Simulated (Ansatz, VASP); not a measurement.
## Two plane-wave programs on ZrC

The input INCAR:

```
PREC     = Accurate       # precision mode
ENCUT    = 520            # plane-wave cutoff, eV
EDIFF    = 1E-7           # SCF threshold, eV
ISMEAR   = -1             # smearing method
SIGMA    = 0.05           # smearing width, eV
LREAL    = F              # projectors in reciprocal space
LASPH    = T              # aspherical terms in the spheres
NELM     = 80             # most SCF steps
ALGO     = Normal         # electronic algorithm
ISIF     = 2              # what is computed and relaxed
LWAVE    = F              # write WAVECAR
LCHARG   = F              # write CHGCAR
GGA      = PS             # functional
NBANDS   = 24             # bands
```

Contents of KPOINTS:

```
Automatic mesh
0
Gamma
  7 7 4
```

Contents of POSCAR:

```
ZrC
1.0
    3.3914762718      0.0000000000      0.0000000000
   -1.6957381359      2.9371046077      0.0000000000
    0.0000000000      0.0000000000      5.2900530000
Zr C
2 2
Direct
    0.6666666667      0.3333333333      0.7500000000
    0.3333333333      0.6666666667      0.2500000000
    0.0000000000      0.0000000000      0.5000000000
    0.0000000000      0.0000000000      0.0000000000
```

Contents of input.yaml:

```yaml
crystal:
  lattice:
    - [3.3914762718, 0.0, 0.0]
    - [-1.6957381359, 2.9371046077, 0.0]
    - [0.0, 0.0, 5.290053]
  atoms:
    - { symbol: Zr, position: [0.6666666667, 0.3333333333, 0.75] }
    - { symbol: Zr, position: [0.3333333333, 0.6666666667, 0.25] }
    - { symbol: C, position: [0.0, 0.0, 0.5] }
    - { symbol: C, position: [0.0, 0.0, 0.0] }
hamiltonian:
  xc: pbesol
  pseudopotentials: { kind: paw }
kpoints:
  mp_grid: { grid: [7, 7, 4] }
  band_path:
    path:
      - [[0.0, 0.0, 0.0], [0.5, 0.0, 0.0], [0.3333333333, 0.3333333333, 0.0], [0.0, 0.0, 0.0], [0.0, 0.0, 0.5], [0.5, 0.0, 0.5], [0.3333333333, 0.3333333333, 0.5], [0.0, 0.0, 0.5]]
      - [[0.5, 0.0, 0.5], [0.5, 0.0, 0.0]]
      - [[0.3333333333, 0.3333333333, 0.0], [0.3333333333, 0.3333333333, 0.5]]
    npoints: 14
scf:
  occupations: { method: fermi_dirac, width: 0.05 }
  n_extra_bands: 10
output:
  forces: true
  stress: true
  eigenvalues: true
  fatbands: false
  write_density: true
  write_potential: true
  elf: true
  volumetric_format: npy
```

Alike in both runs: functional PBEsol; k mesh 7 × 7 × 4; occupations fermi-dirac, width 0.05 eV; no spin polarisation.

|  | VASP | Ansatz |
| --- | --- | --- |
| version | VASP 6.6.1 | Ansatz 0.2.0 |
| potentials or method | VASP PAW PBE potentials, release 64 (Zr_sv, C) | Ansatz PAW |
| plane-wave cutoff (eV) | 520 | 420 |
| valence electrons in the cell | 32 | 32 |
| task | single point | band structure |

VASP gave:

```
gap on the k mesh at the Fermi level (eV)                     : none
pressure (GPa)                                                : -7.6
traceless stress, the component that is largest in VASP (GPa) : 2.38
```

**Question.** Which values does Ansatz return?

**Answer.** gap on the k mesh at the Fermi level (eV): none; pressure (GPa): -7.9; traceless stress, the component that is largest in VASP (GPa): 2.39.

VASP's potentials were made for PBE, not for PBEsol. A gap of «none» marks a metal or a gap that the smearing closes.
